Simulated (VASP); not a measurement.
# FeNi3 (Pm-3m) in VASP: a series of runs, part 2 of 2

VASP 6.6.1. Earlier steps stand in the parts before.

### 3 Single point, PBEsol, collinear spin, ferromagnetic start

Contents of INCAR:

```
SYSTEM = FeNi3
  ALGO = Fast
  EDIFF = 1E-6
  ENCUT = 520
  GGA = PS
  ISIF = 2
  ISMEAR = 0
  ISPIN = 2
  LASPH = .True.
  LCHARG = .False.
  LMAXMIX = 4
  LORBIT = 11
  LREAL = .False.
  LWAVE = .False.
  MAGMOM = 2.91 0.68 0.68 0.68
  NBANDS = 31
  NELM = 150
  PREC = Accurate
  SIGMA = 0.05
```

Contents of KPOINTS:

```
k-points
0
Gamma
  10 10 10
  0 0 0
```

Contents of POSCAR:

```
FeNi3
1.0
    3.5450000000      0.0000000000      0.0000000000
    0.0000000000      3.5450000000      0.0000000000
    0.0000000000      0.0000000000      3.5450000000
Fe Ni
1 3
Direct
    0.0000000000      0.0000000000      0.0000000000
    0.0000000000      0.5000000000      0.5000000000
    0.5000000000      0.0000000000      0.5000000000
    0.5000000000      0.5000000000      0.0000000000
```

Potentials or basis: VASP PAW PBE potentials, release 64 (Fe, Ni).

Run with:

```
$ cat potpaw_PBE.64/Fe/POTCAR potpaw_PBE.64/Ni/POTCAR > POTCAR
$ mpirun -np 1 vasp_std > vasp.out
```

OUTCAR:

```text
SYSTEM = FeNi3
   EDIFF = 1E-6
   ENCUT = 520
   GGA = PS
   ISIF = 2
   ISMEAR = 0
   ISPIN = 2
   LASPH = .True.
   LORBIT = 11
   LREAL = .False.
   NELM = 150
   PREC = Accurate

 ion  position               nearest neighbor table
   1  0.000  0.000  0.000-   2 2.51   3 2.51   4 2.51   2 2.51   3 2.51   2 2.51   4 2.51   2 2.51
                             3 2.51   4 2.51   3 2.51   4 2.51
   2  0.000  0.500  0.500-   1 2.51   3 2.51   4 2.51   1 2.51   4 2.51   1 2.51   3 2.51   1 2.51
                             3 2.51   4 2.51   4 2.51   3 2.51
   3  0.500  0.000  0.500-   1 2.51   2 2.51   4 2.51   1 2.51   4 2.51   2 2.51   4 2.51   4 2.51
                             1 2.51   2 2.51   1 2.51   2 2.51
[... 1869 lines left out ...]
     0.000000000  3.545000000  0.000000000     0.000000000  0.282087447  0.000000000
     0.000000000  0.000000000  3.545000000     0.000000000  0.000000000  0.282087447

 POSITION                                       TOTAL-FORCE (eV/Angst)
 -----------------------------------------------------------------------------------
      0.00000      0.00000      0.00000         0.000000      0.000000      0.000000
      0.00000      1.77250      1.77250         0.000000      0.000000      0.000000
      1.77250      0.00000      1.77250         0.000000      0.000000      0.000000
      1.77250      1.77250      0.00000         0.000000      0.000000      0.000000
 -----------------------------------------------------------------------------------
    total drift:                                0.000000      0.000000      0.000000

  FREE ENERGIE OF THE ION-ELECTRON SYSTEM (eV)
  ---------------------------------------------------
  free  energy   TOTEN  =       -27.5805332142 eV

  energy  without entropy=      -27.5762116722  energy(sigma->0) =      -27.57837244

 total charge

# of ion       s       p       d       tot
------------------------------------------
    1        0.476   0.506   6.107   7.089
    2        0.505   0.514   8.320   9.339
    3        0.505   0.514   8.320   9.339
    4        0.505   0.514   8.320   9.339
--------------------------------------------------
tot          1.992   2.048  31.067  35.107

 magnetization (x)

# of ion       s       p       d       tot
------------------------------------------
    1        0.010   0.003   2.878   2.890
    2       -0.016  -0.041   0.677   0.621
    3       -0.016  -0.041   0.677   0.621
    4       -0.016  -0.041   0.677   0.621
--------------------------------------------------
tot         -0.037  -0.119   4.909   4.753
```

OSZICAR:

```text
N       E                     dE             d eps       ncg     rms          rms(c)
DAV:   1     0.239760396050E+03    0.23976E+03   -0.16739E+04  7336   0.171E+03
DAV:   2    -0.165872374384E+02   -0.25635E+03   -0.24122E+03  6951   0.315E+02
DAV:   3    -0.322968427711E+02   -0.15710E+02   -0.14971E+02  7637   0.104E+02
DAV:   4    -0.325162794674E+02   -0.21944E+00   -0.21923E+00  8071   0.130E+01
DAV:   5    -0.325229924520E+02   -0.67130E-02   -0.67126E-02 10248   0.178E+00    0.218E+01
RMM:   6    -0.289648584883E+02    0.35581E+01   -0.28905E+01  7616   0.550E+01    0.182E+01
RMM:   7    -0.306609099559E+02   -0.16961E+01   -0.34812E+00  7192   0.171E+01    0.242E+01
RMM:   8    -0.276153748518E+02    0.30455E+01   -0.15604E+00  7464   0.129E+01    0.535E+00
RMM:   9    -0.276016460185E+02    0.13729E-01   -0.66177E-02  8044   0.223E+00    0.326E+00
RMM:  10    -0.275944843996E+02    0.71616E-02   -0.34604E-02  8082   0.118E+00    0.159E+00
RMM:  11    -0.275799885446E+02    0.14496E-01   -0.11013E-02  8211   0.561E-01    0.755E-01
RMM:  12    -0.275806215866E+02   -0.63304E-03   -0.18828E-03  8393   0.309E-01    0.278E-01
RMM:  13    -0.275806150529E+02    0.65337E-05   -0.42326E-04  9009   0.145E-01    0.780E-02
RMM:  14    -0.275805249615E+02    0.90091E-04   -0.11708E-04  9040   0.686E-02    0.465E-02
RMM:  15    -0.275805401203E+02   -0.15159E-04   -0.28045E-05  8686   0.342E-02    0.555E-02
RMM:  16    -0.275805330935E+02    0.70268E-05   -0.75919E-06  7498   0.210E-02    0.129E-02
RMM:  17    -0.275805332142E+02   -0.12063E-06   -0.24839E-06  5921   0.928E-03
   1 F= -.27580533E+02 E0= -.27578372E+02  d E =-.432154E-02  mag=     4.7417
```

stdout:

```text
POSCAR found type information on POSCAR FeNi
 POSCAR found :  2 types and       4 ions
 scaLAPACK will be used
 -----------------------------------------------------------------------------
|                                                                             |
|                                                                             |
|     You enforced a specific xc type in the INCAR file but a different       |
|     I HOPE YOU KNOW WHAT YOU ARE DOING!                                     |
|                                                                             |
 -----------------------------------------------------------------------------

 LDA part: xc-table for (Slater+PW92), standard interpolation
 POSCAR, INCAR and KPOINTS ok, starting setup
 FFT: planning ... GRIDC
 FFT: planning ... GRID_SOFT
 FFT: planning ... GRID
 WAVECAR not read
 entering main loop
```

Run time: 5.3 min. Hardware: 1 thread of Intel Xeon 8259CL, shared host; peak memory 0.25 GiB.

What came out:

| Quantity | Value |
| --- | --- |
| Free energy | -27.5805 eV |
| Pressure | -9.7 GPa |
| Net moment | 4.74 μB per cell |
| Site moments | Fe +2.89; Ni +0.62 μB |
| Valence electrons inside the program's atomic spheres | Fe 7.09; Ni 9.34 |

Levels at points of the mesh, in eV from the Fermi level:
Spin up:
```csv
k point,band 18,band 19,band 20,band 21,band 22,band 23,band 24,band 25
"(0.00, 0.00, 0.00)",-0.69,-0.59,-0.59,-0.59,2.20,2.20,2.20,8.83
"(0.50, 0.00, 0.00)",-1.51,-1.38,-1.02,-0.69,-0.59,7.45,7.45,7.49
"(0.50, 0.50, 0.00)",-1.69,-1.49,-1.46,0.75,0.75,0.78,0.80,11.11
"(0.50, 0.50, 0.50)",-0.77,-0.77,-0.77,-0.55,-0.55,-0.55,-0.41,5.41
```
Spin down:
```csv
k point,band 13,band 14,band 15,band 16,band 17,band 18,band 19,band 20,band 21,band 22
"(0.00, 0.00, 0.00)",0.00,0.27,0.27,0.27,0.98,0.98,1.27,1.27,1.27,2.28
"(0.50, 0.00, 0.00)",-0.95,-0.95,-0.84,-0.38,-0.12,-0.12,0.27,0.48,0.59,1.24
"(0.50, 0.50, 0.00)",-1.19,-1.19,-1.19,-0.79,-0.68,0.17,0.17,0.36,1.40,1.40
"(0.50, 0.50, 0.50)",-0.50,-0.45,-0.45,-0.45,0.05,0.05,0.05,0.80,0.80,0.80
```

Caveat: the cell stands under tension; the PAW data sets were made with another functional, which shifts forces and pressure a little.

### 4 Single point, PBE, collinear spin, ferromagnetic start

This run uses another cell than the first one, of 12.47 Å³/atom.

Contents of INCAR:

```
PREC = Accurate
ENCUT = 520
EDIFF = 1E-6
ISMEAR = 0
SIGMA = 0.05
LREAL = False
LASPH = True
NELM = 150
ALGO = Fast
ISIF = 2
LWAVE = False
LCHARG = True
ISPIN = 2
MAGMOM = 2.91 0.68 0.68 0.68
LORBIT = 11
LMAXMIX = 4
GGA = PE
LELF = True
LVHAR = True
NBANDS = 31
```

Contents of KPOINTS:

```
regular mesh
0
Gamma
  10 10 10
```

Contents of POSCAR:

```
FeNi3
1.0
    3.6814783182      0.0000000000      0.0000000000
    0.0000000000      3.6814783182      0.0000000000
    0.0000000000      0.0000000000      3.6814783182
Fe Ni
1 3
Direct
    0.0000000000      0.0000000000      0.0000000000
    0.0000000000      0.5000000000      0.5000000000
    0.5000000000      0.0000000000      0.5000000000
    0.5000000000      0.5000000000      0.0000000000
```

Run with:

```
$ cat potpaw_PBE.64/Fe/POTCAR potpaw_PBE.64/Ni/POTCAR > POTCAR
$ mpirun -np 1 vasp_std > vasp.out
```

It took 6 min on 1 thread of Intel Xeon 8259CL, shared host; peak memory 0.26 GiB.

The run converged. Its results:

```
Free energy                                           : -24.6842 eV
Pressure                                              : -16.8 GPa
Net moment                                            : 5.01 μB per cell
Site moments                                          : Fe +3.04; Ni +0.68 μB
Valence electrons inside the program's atomic spheres : Fe 6.88; Ni 9.16
```

Levels at points of the mesh, in eV from the Fermi level:
Spin up:
```tsv
k point	band 18	band 19	band 20	band 21	band 22	band 23	band 24	band 25
(0.00, 0.00, 0.00)	-0.82	-0.70	-0.70	-0.70	2.17	2.17	2.17	7.85
(0.50, 0.00, 0.00)	-1.47	-1.43	-1.01	-0.87	-0.70	6.82	6.82	6.90
(0.50, 0.50, 0.00)	-1.64	-1.44	-1.37	0.48	0.49	0.52	0.52	10.28
(0.50, 0.50, 0.50)	-0.83	-0.83	-0.83	-0.33	-0.33	-0.33	-0.14	4.63
```
Spin down:
```tsv
k point	band 13	band 14	band 15	band 16	band 17	band 18	band 19	band 20
(0.00, 0.00, 0.00)	0.01	0.27	0.27	0.27	0.91	0.91	1.11	1.11
(0.50, 0.00, 0.00)	-0.78	-0.78	-0.71	-0.34	-0.04	-0.04	0.27	0.54
(0.50, 0.50, 0.00)	-1.02	-1.02	-0.99	-0.67	-0.53	0.20	0.20	0.45
(0.50, 0.50, 0.50)	-0.32	-0.32	-0.32	-0.27	0.08	0.08	0.08	0.71
```

Caveat: the cell stands under tension.

### 5 The runs side by side

```csv
level,cell,gap on the mesh (eV),pressure (GPa),moment (μB)
PBE,"a = 3.545 Å, 4 atoms",none,-0.4,4.75
PBEsol,"a = 3.545 Å, 4 atoms",none,-9.7,4.74
PBE,"a = 3.681 Å, 4 atoms",none,-16.8,5.01
```

Alike in all rows: task single point; potentials or basis VASP PAW PBE potentials, release 64 (Fe, Ni); spin collinear, ferromagnetic start; k mesh 10 × 10 × 10; cutoff (eV) 520; smearing gaussian 0.05 eV.

Caveats: the cell stands under tension (at least some runs); the PAW data sets were made with another functional, which shifts forces and pressure a little (at least some runs).

Total energies depend on the potentials used, so only differences within one code and one set of settings carry meaning.
